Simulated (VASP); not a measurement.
Set up this calculation in VASP 6.6.1, as the native input.

- Task: single point
- Functional: PBE
- Potentials or basis: VASP PAW PBE potentials, release 64 (Nb_sv, Ru_pv, N)
- Cutoff: 520 eV
- k mesh: 4 × 4 × 4
- Occupations: gaussian, width 0.1 eV
- Spin: collinear spin, ferromagnetic start
- Starting moments: [0.0, 1.0, 1.0, 0.0, 0.0, 0.0] μB
- Dipole correction: no
- Further INCAR settings: ALGO = Normal; EDIFF = 1e-06; NBANDS = 41

The structure of NbRu2N3 lies in POSCAR:

```
NbRu2N3
1.0
    3.9289326611      0.0000000000      0.0000000000
    0.0000000000      3.9289326611      0.0000000000
    0.0000000000      0.0000000000      5.0336187341
Nb Ru N
1 2 3
Direct
    0.5000000000      0.5000000000      0.5000000000
    0.0000000000      0.0000000000      0.0000000000
    0.5000000000      0.5000000000      0.0000000000
    0.0000000000      0.5000000000      0.0000000000
    0.5000000000      0.0000000000      0.0000000000
    0.0000000000      0.0000000000      0.5000000000
```

One way to write it, as run:

INCAR

```
ALGO = Normal
EDIFF = 1E-6
ENCUT = 520
GGA = PE
ISIF = 2
ISMEAR = 0
ISPIN = 2
LASPH = True
LCHARG = False
LMAXMIX = 4
LORBIT = 11
LREAL = False
LWAVE = False
MAGMOM = 0 1 1 0 0 0
NBANDS = 41
NELM = 150
PREC = Accurate
SIGMA = 0.1
```

KPOINTS

```
k-points
0
Gamma
  4 4 4
```

Potentials or basis: VASP PAW PBE potentials, release 64 (Nb_sv, Ru_pv, N).

Command:

```sh
$ cat potpaw_PBE.64/Nb_sv/POTCAR potpaw_PBE.64/Ru_pv/POTCAR potpaw_PBE.64/N/POTCAR > POTCAR
$ mpirun -np 1 vasp_std > vasp.out
```

Results of the run:

```yaml
Pressure: -0.1 GPa
Band_gap_on_the_k_mesh: zero (filled and empty bands overlap)
Net_moment: 0.03 μB per cell
Site_moments: Nb -0.01; Ru +0.09, -0.05; N +0.00, -0.00 μB
Valence_electrons_inside_the_program's_atomic_spheres: Nb 10.40; Ru 12.67, 12.99; N 3.73, 3.41
```

Caveat: the k points lie up to 0.40 Å⁻¹ apart.

Wall time 3.6 min on 1 thread of Intel(R) Xeon(R) Platinum 8375C CPU @ 2.90GHz (Ice Lake) (shared host), peak memory 0.26 GiB.
